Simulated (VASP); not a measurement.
A run of VASP 6.6.1 is set up as follows.

INCAR

```
  PREC = Accurate
  ENCUT = 520
  EDIFF = 1E-6
  ISMEAR = 0
  SIGMA = 0.02
  LREAL = F
  LASPH = T
  NELM = 80
  ALGO = Normal
  ISIF = 2
  LWAVE = F
  LCHARG = F
  GGA = CA
  NBANDS = 11
```

The input KPOINTS:

```
Automatic mesh
0
Gamma
  10 10 10
```

Contents of POSCAR:

```
SiC
1.0
    0.0000000000      2.1644841119      2.1644841119
    2.1644841119      0.0000000000      2.1644841119
    2.1644841119      2.1644841119      0.0000000000
Si C
1 1
Direct
    0.0000000000      0.0000000000      0.0000000000
    0.2500000000      0.2500000000      0.2500000000
```

Potentials or basis: VASP PAW LDA potentials, release 64 (Si, C).

Run with:

```sh
$ cat potpaw_LDA.64/Si/POTCAR potpaw_LDA.64/C/POTCAR > POTCAR
$ mpirun -np 1 vasp_std > vasp.out
```

Problem. Predict the pressure.

Solution. 0.4 GPa.

Problem. Predict the band gap on the k mesh.

Solution. 1.29 eV (least direct gap 4.52 eV).

**Experimental background.**

From “Insight into the structural, elastic and electronic properties of a new orthorhombic 6O-SiC polytype”, 2020, pmc:7200658, for a bulk crystal of SiC: band gap 2.4 eV (indirect).

A measured gap of SiC is 2.4 eV (indirect; quoted in “Insight into the structural, elastic and electronic properties of a new orthorhombic 6O-SiC polytype”, 2020, pmc:7200658); the calculated 1.29 eV misses it by -1.11 eV. The value is that of LDA on a finite k mesh, which can miss the band edges, without temperature or zero-point motion. Semilocal functionals fall short of measured gaps as a rule.
